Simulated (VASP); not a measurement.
Set up this calculation in VASP 6.6.1, as the native input.

* Task: single point
* Functional: PBE
* Potentials or basis: VASP PAW PBE potentials, release 64 (Si, F)
* Cutoff: 520 eV
* k mesh: 6 × 6 × 4
* Occupations: gaussian, width 0.1 eV
* Spin: no spin polarisation
* Dipole correction: no
* Further INCAR settings: ALGO = Normal; EDIFF = 1e-06; NBANDS = 22

The structure of Si5F lies in POSCAR:

```
Si5F
1.0
    4.9831426900      0.0000000000      0.0000000000
   -2.4915713400      4.3155281600      0.0000000000
    0.0000000000      0.0000000000      4.0356949100
Si F
5 1
Direct
    0.3333333300      0.6666666700      0.2703516400
    0.6666666700      0.3333333300      0.2703516400
    0.6666666700      0.3333333300      0.7296483600
    0.3333333300      0.6666666700      0.7296483600
    0.0000000000      0.0000000000      0.0000000000
    0.0000000000      0.0000000000      0.5000000000
```

One way to write it, as run:

INCAR

```
PREC = Accurate ; ENCUT = 520
EDIFF = 1E-6 ; ISMEAR = 0
SIGMA = 0.1 ; LREAL = False
LASPH = True ; NELM = 80
ALGO = Normal ; ISIF = 2
LWAVE = False ; LCHARG = True
GGA = PE ; LELF = True
LVHAR = True ; NBANDS = 22
```

KPOINTS

```
Automatic mesh
0
Gamma
  6 6 4
```

Potentials or basis: VASP PAW PBE potentials, release 64 (Si, F).

Run with:

```sh
$ cat potpaw_PBE.64/Si/POTCAR potpaw_PBE.64/F/POTCAR > POTCAR
$ mpirun -np 1 vasp_std > vasp.out
```

Results of the run:

The pressure is 28.1 GPa. The largest force is 9.336 eV/Å.

Caveat: the k points lie up to 0.39 Å⁻¹ apart; an odd number of electrons without spin polarisation forces a metal; a magnetic or distorted state may lie lower.

Run time: 16 s on 1 thread of Intel(R) Xeon(R) 6975P-C (Granite Rapids), on a shared host, peak memory 0.21 GiB.
